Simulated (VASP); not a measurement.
# WCl4F2 (P1) in VASP: relaxation of cell and atoms with PBE

Aim: the relaxation of cell and atoms of WCl4F2 with PBE.

Program: VASP 6.6.1. These are calculated values, not measurements. Logs are shortened: lines on timing, memory, paths and dates and some standing lists are left out, and cuts for length are marked.

### Step 1. The cell of the first run

The typed cell holds 7 atoms: a = 6.569 Å, b = 6.686 Å, c = 6.950 Å, α = 60.40°, β = 64.52°, γ = 61.64°.

### Step 2. Relaxation of cell and atoms, PBE

INCAR

```
SYSTEM = WCl4F2
PREC     = Accurate       ! precision mode
ENCUT    = 600            ! plane-wave cutoff, eV
EDIFF    = 1E-6           ! SCF threshold, eV
ISMEAR   = 0              ! smearing method
SIGMA    = 0.1            ! smearing width, eV
LREAL    = .FALSE.        ! projectors in reciprocal space
LASPH    = .TRUE.         ! aspherical terms in the spheres
NELM     = 60             ! most SCF steps
ALGO     = Normal         ! electronic algorithm
ISIF     = 3              ! what is computed and relaxed
LWAVE    = .FALSE.        ! write WAVECAR
LCHARG   = .FALSE.        ! write CHGCAR
GGA      = PE             ! functional
IBRION   = 2              ! ionic algorithm
NSW      = 80             ! ionic steps
EDIFFG   = -0.025         ! ionic threshold
```

KPOINTS

```
Automatic mesh
0
G
  4 4 2
  0 0 0
```

POSCAR

```
WCl4F2
1.0
    6.5681048405     -0.0276196028     -0.1299561087
    3.2025964041      5.8680221150      0.0831676999
    3.1142923995      2.1280701404      5.8369709330
W Cl F
1 4 2
Direct
    0.0031568178      0.9924287730      0.9904120975
    0.3633146308      0.7709886671      0.8130715837
    0.8799342066      0.6696734032      0.2264597646
    0.1255498332      0.3395868453      0.7722881775
    0.8185704780      0.0806366503      0.7515595599
    0.7084439665      0.1744383702      0.1523364498
    0.1290300673      0.9402472908      0.2098723669
```

Potentials or basis: VASP PAW PBE potentials, release 64 (W_sv, Cl, F).

Launch:

```console
$ cat potpaw_PBE.64/W_sv/POTCAR potpaw_PBE.64/Cl/POTCAR potpaw_PBE.64/F/POTCAR > POTCAR
$ mpirun -np 1 vasp_std > vasp.out
```

OUTCAR:

```text
SYSTEM = WCl4F2
   PREC = Accurate
   ENCUT = 600
   EDIFF = 1E-6
   ISMEAR = 0
   LREAL = .FALSE.
   LASPH = .TRUE.
   NELM = 60
   ISIF = 3
   GGA = PE
   IBRION = 2
   NSW = 80
   EDIFFG = -0.025

 ion  position               nearest neighbor table
   1  0.003  0.992  0.990-   7 1.85   6 1.93   5 2.16   3 2.24   2 2.30   4 2.36
   2  0.363  0.771  0.813-   1 2.30
   3  0.880  0.670  0.226-   1 2.24
   4  0.126  0.340  0.772-   1 2.36
   5  0.819  0.081  0.752-   1 2.16
   6  0.708  0.174  0.152-   1 1.93
   7  0.129  0.940  0.210-   1 1.85

  LATTYP: Found a triclinic cell.
 ALAT       =     6.6855982631
 B/A-ratio  =     0.9826268597
 C/A-ratio  =     1.0265405859
 COS(alpha) =     0.0271575588
 COS(beta)  =     0.4740350117
 COS(gamma) =     0.4749949724

  Lattice vectors:

 A1 = (   3.2025964041,   5.8680221150,   0.0831676999)
 A2 = (   6.5681048405,  -0.0276196028,  -0.1299561087)
 A3 = (   0.0883040046,   3.7399519746,  -5.7538032331)

Analysis of symmetry for initial positions (statically):
=====================================================================
 Subroutine PRICEL returns:
 Original cell was already a primitive cell.

 Routine SETGRP: Setting up the symmetry group for a
 triclinic supercell.

 Subroutine GETGRP returns: Found  1 space group operations
 (whereof  1 operations were pure point group operations)
 out of a pool of  2 trial point group operations.

The static configuration has the point symmetry C_1 .

Analysis of symmetry for dynamics (positions and initial velocities):
=====================================================================
 Subroutine PRICEL returns:
 Original cell was already a primitive cell.

 Routine SETGRP: Setting up the symmetry group for a
 triclinic supercell.

 Subroutine GETGRP returns: Found  1 space group operations
 (whereof  1 operations were pure point group operations)
 out of a pool of  2 trial point group operations.

The dynamic configuration has the point symmetry C_1 .

 Subroutine INISYM returns: Found  1 space group operations
 (whereof  1 operations are pure point group operations),
 and found     1 'primitive' translations

----------------------------------------------------------------------------------------

                                     Primitive cell

  volume of cell :     225.8032

  direct lattice vectors                    reciprocal lattice vectors
     6.568104841 -0.027619603 -0.129956109     0.150903491 -0.081639478 -0.050749449
[... 94 lines left out ...]
   NSW    =     80    number of steps for IOM
   IBRION =      2    ionic relax: 0-MD 1-quasi-New 2-CG
   NFREE  =      1    steps in history (QN), initial steepest desc. (CG)
   ISIF   =      3    stress and relaxation
   ISYM   =      2    0-nonsym 1-usesym 2-fastsym
   POTIM  = 0.5000    time-step for ionic-motion
   TEBEG  =    0.0;   TEEND  =   0.0 temperature during run
   PSTRESS=    0.0 pullay stress
   NELECT =      56.0000    total number of electrons
   NUPDOWN=      -1.0000    fix difference up-down
   EMIN   =  10.00;   EMAX   =-10.00  energy-range for DOS
   EFERMI =   0.00;   METHOD = LEGACY
   ISMEAR =     0;   SIGMA  =   0.10  broadening in eV -4-tet -1-fermi 0-gaus
   EFERMI_NEDOS =   21; number of points for ismear=-14 and -15
   IALGO  =     38    algorithm
   IMIX   =      4    mixing-type and parameters
     AMIX     =   0.40;   BMIX     =  1.00
     AMIX_MAG =   1.60;   BMIX_MAG =  1.00
  volume/ion in A,a.u.               =      32.26       217.69
  Fermi-wavevector in a.u.,A,eV,Ry     =   1.028555  1.943687 14.393947  1.057925
  Thomas-Fermi vector in A             =   2.162557
   LORBIT       =      0    0 simple, 1 ext, 2 COOP (PROOUT), +10 PAW based schemes
   GGA     = PE    functional components
   LHFCALC =     F    Hartree Fock is set to
   AEXX    =    0.0000 exact exchange contribution
   IVDW    =     0    specifies the selected vdW correction
   LEPSILON=     F    determine dielectric tensor
   LRPA    =     F    only Hartree local field effects (RPA)
 conjugate gradient relaxation of ions
 non-spin polarized calculation
 Gauss-broadening in eV      SIGMA  =   0.10
  energy-cutoff  :      600.00
  volume of cell :      225.80
 maximum number of plane-waves:      7566
 NGX is ok and might be reduce to    54
   NGX = 27   NGY = 27   NGZ = 27

--------------------------------------- Ionic step        1  -------------------------------------------

 number of electron      55.9999999 magnetization

 Free energy of the ion-electron system (eV)
  ---------------------------------------------------
  ext. energy  EPLUGINS =         0.00000000
  ---------------------------------------------------
  free energy    TOTEN  =       -33.93030626 eV

  energy without entropy =      -33.93030626  energy(sigma->0) =      -33.93030626

------------------------ aborting loop because EDIFF is reached ----------------------------------------

  FORCE on cell =-STRESS in cart. coord.  units (eV):
  Direction    XX          YY          ZZ          XY          YZ          ZX
  --------------------------------------------------------------------------------------
  -------------------------------------------------------------------------------------
  Total        3.3832982      0.3035997      3.1440325      0.5058347     -1.4448772      4.7199309
  in kB       24.0060557      2.1541793     22.3083555      3.5891299    -10.2520675     33.4900788
  external PRESSURE =      16.1561969 kB  Pullay stress =       0.0000000 kB
[... 104 lines left out ...]
  FREE ENERGIE OF THE ION-ELECTRON SYSTEM (eV)
  ---------------------------------------------------
  free  energy   TOTEN  =       -34.1557642056 eV

  energy  without entropy=      -34.1557642056  energy(sigma->0) =      -34.15576421

[... ionic steps 4 to 25 ...]

--------------------------------------- Ionic step       26  -------------------------------------------

 number of electron      56.0000000 magnetization

------------------------ aborting loop because EDIFF is reached ----------------------------------------
[... 77 lines left out ...]
--------------------------------------- Ionic step       28  -------------------------------------------

 number of electron      56.0000001 magnetization

 Free energy of the ion-electron system (eV)
  ---------------------------------------------------
  ext. energy  EPLUGINS =         0.00000000
  ---------------------------------------------------
  free energy    TOTEN  =       -34.20209644 eV

  energy without entropy =      -34.20209644  energy(sigma->0) =      -34.20209644

 E-fermi :  -2.2958     XC(G=0):  -6.7627

 val. band max:       -2.8889636688   @ k =   0.0000   0.0000   0.0000
 cond. band min:      -0.5553765077   @ k =  -0.0000   0.5000   0.5000
 fundamental gap:      2.3335871611
 Fermi energy:        -2.2958097959

 k-point     1 :       0.0000    0.0000    0.0000
  band No.  band energies     occupation
      1     -77.8523      2.00000
      2     -42.0064      2.00000
      3     -41.9932      2.00000
      4     -41.8640      2.00000
      5     -24.5623      2.00000
      6     -24.4593      2.00000
[... 743 lines left out ...]
  FREE ENERGIE OF THE ION-ELECTRON SYSTEM (eV)
  ---------------------------------------------------
  free  energy   TOTEN  =       -34.2020964429 eV

  energy  without entropy=      -34.2020964429  energy(sigma->0) =      -34.20209644

 reached required accuracy - stopping structural energy minimisation
```

OSZICAR:

```text
N       E                     dE             d eps       ncg     rms          rms(c)
DAV:   1     0.549914130811E+03    0.54991E+03   -0.28410E+04  1472   0.167E+03
DAV:   2     0.861743550901E+01   -0.54130E+03   -0.53327E+03  1756   0.375E+02
DAV:   3    -0.397424342909E+02   -0.48360E+02   -0.48206E+02  1547   0.118E+02
DAV:   4    -0.405467943908E+02   -0.80436E+00   -0.80315E+00  1615   0.171E+01
[... 246 lines left out ...]
DAV:   1    -0.342021046541E+02   -0.13638E-03   -0.19837E-02  1320   0.110E+00    0.867E-02
DAV:   2    -0.342021312166E+02   -0.26563E-04   -0.13589E-03  1320   0.243E-01    0.484E-02
DAV:   3    -0.342021061021E+02    0.25115E-04   -0.51098E-05  1536   0.586E-02    0.268E-02
DAV:   4    -0.342020967405E+02    0.93616E-05   -0.31897E-05  1520   0.436E-02    0.184E-02
DAV:   5    -0.342020964429E+02    0.29760E-06   -0.60396E-06  1522   0.178E-02
  28 F= -.34202096E+02 E0= -.34202096E+02  d E =-.128611E-03
```

CONTCAR:

```text
WCl4F2
   1.00000000000000
     6.5065294830029732   -0.0374092051884114    0.0043992660757897
     3.1662473746056445    5.8833324256504236    0.0807275837507003
     3.2011824911925428    2.0625809437036700    5.8629596278977898
  W               Cl              F
     1     4     2
Direct
     0.0022055565609317    0.9966474702045774    0.9920246806889191
     0.3649147664014624    0.7714951439120700    0.8143203706944322
     0.8752942109051814    0.6640800929137346    0.2334933718497753
     0.1147589611361844    0.3402273652353145    0.7767038062100470
     0.8201506788601894    0.0816971935703836    0.7375262038096969
     0.7103353658178420    0.1812664199630526    0.1514560022294944
     0.1403404605181966    0.9325863141008692    0.2104755644176445

  0.00000000E+00  0.00000000E+00  0.00000000E+00
  0.00000000E+00  0.00000000E+00  0.00000000E+00
  0.00000000E+00  0.00000000E+00  0.00000000E+00
  0.00000000E+00  0.00000000E+00  0.00000000E+00
  0.00000000E+00  0.00000000E+00  0.00000000E+00
  0.00000000E+00  0.00000000E+00  0.00000000E+00
  0.00000000E+00  0.00000000E+00  0.00000000E+00
```

It took 29 min on 1 thread of Intel Xeon 6975P-C (Granite Rapids), shared host; peak memory 0.52 GiB.

What came out:

```yaml
Free_energy: -34.2021 eV
Relaxed_volume: 32.00 Å³/atom
Relaxed_cell: a = 6.507 Å, b = 6.682 Å, c = 6.991 Å, α = 60.86°, β = 62.82°, γ = 62.04°
Space_group_after_relaxing_to_0.1_Å: P1 (No. 1)
Energy_gained_by_relaxing: 38.8 meV/atom
Ionic_steps: 28
Pressure_after_relaxing: 0.0 GPa
Largest_force_after_relaxing: 0.022 eV/Å
Band_gap_on_the_k_mesh: 2.33 eV (least direct gap 2.36 eV)
```

Forces in eV/Å, atoms in the order of the input:
```
W    0.004 -0.005 -0.020
Cl   0.006 -0.013 -0.008
Cl  -0.010 -0.007  0.006
Cl   0.002  0.000 -0.006
Cl   0.006  0.013  0.017
F   -0.014  0.002  0.002
F    0.006  0.010  0.009
```

Step by step:
| step | energy change (eV) | largest force (eV/Å) | pressure (GPa) | volume (Å³) |
| --- | --- | --- | --- | --- |
| 1 | 0.0000 | 2.5123 | 1.62 | 225.80 |
| 2 | 0.0408 | 1.9183 | -2.39 | 236.30 |
| 3 | -0.2255 | 0.5597 | -0.79 | 230.51 |
| 4 | -0.2256 | 0.5613 | -0.74 | 230.39 |
| 5 | -0.2438 | 0.7781 | 0.77 | 226.71 |
| 6 | -0.2505 | 0.4619 | 0.23 | 227.95 |
| 7 | -0.2633 | 0.4001 | 0.03 | 227.93 |
| 8 | -0.2633 | 0.3726 | 0.04 | 227.93 |
| 9 | -0.2675 | 0.0816 | -0.08 | 228.16 |
| 10 | -0.2675 | 0.0764 | -0.08 | 228.15 |
| 11 | -0.2682 | 0.0653 | 0.02 | 227.78 |
| 12 | -0.2683 | 0.0868 | 0.05 | 227.67 |
| 13 | -0.2688 | 0.0673 | 0.00 | 227.61 |
| 14 | -0.2690 | 0.0982 | -0.06 | 227.55 |
| 15 | -0.2695 | 0.0356 | -0.04 | 227.34 |
| 16 | -0.2697 | 0.0452 | -0.02 | 227.11 |
| 17 | -0.2699 | 0.0404 | -0.02 | 226.96 |
| 18 | -0.2702 | 0.0827 | 0.00 | 226.52 |
| 19 | -0.2703 | 0.0717 | 0.00 | 226.45 |
| 20 | -0.2706 | 0.0460 | -0.01 | 226.22 |
| 21 | -0.2710 | 0.0755 | -0.04 | 225.76 |
| 22 | -0.2707 | 0.1711 | -0.09 | 224.84 |
| 23 | -0.2711 | 0.1042 | -0.05 | 225.46 |
| 24 | -0.2712 | 0.0916 | -0.05 | 225.28 |
| 25 | -0.2715 | 0.0597 | -0.02 | 224.73 |
| 26 | -0.2716 | 0.0794 | 0.02 | 223.63 |
| 27 | -0.2717 | 0.0577 | 0.01 | 224.05 |
| 28 | -0.2718 | 0.0223 | -0.01 | 223.98 |

Final structure:
```
CELL_PARAMETERS angstrom
6.50653 -0.03741 0.00440
3.16625 5.88333 0.08073
3.20118 2.06258 5.86296
ATOMIC_POSITIONS crystal
W 0.00221 0.99665 0.99202
Cl 0.36491 0.77150 0.81432
Cl 0.87529 0.66408 0.23349
Cl 0.11476 0.34023 0.77670
Cl 0.82015 0.08170 0.73753
F 0.71034 0.18127 0.15146
F 0.14034 0.93259 0.21048
```

Caveat: the k points lie up to 0.45 Å⁻¹ apart in the final cell; spin-orbit coupling is left out, which moves the levels of the heavy elements. A k mesh can miss the band edges.
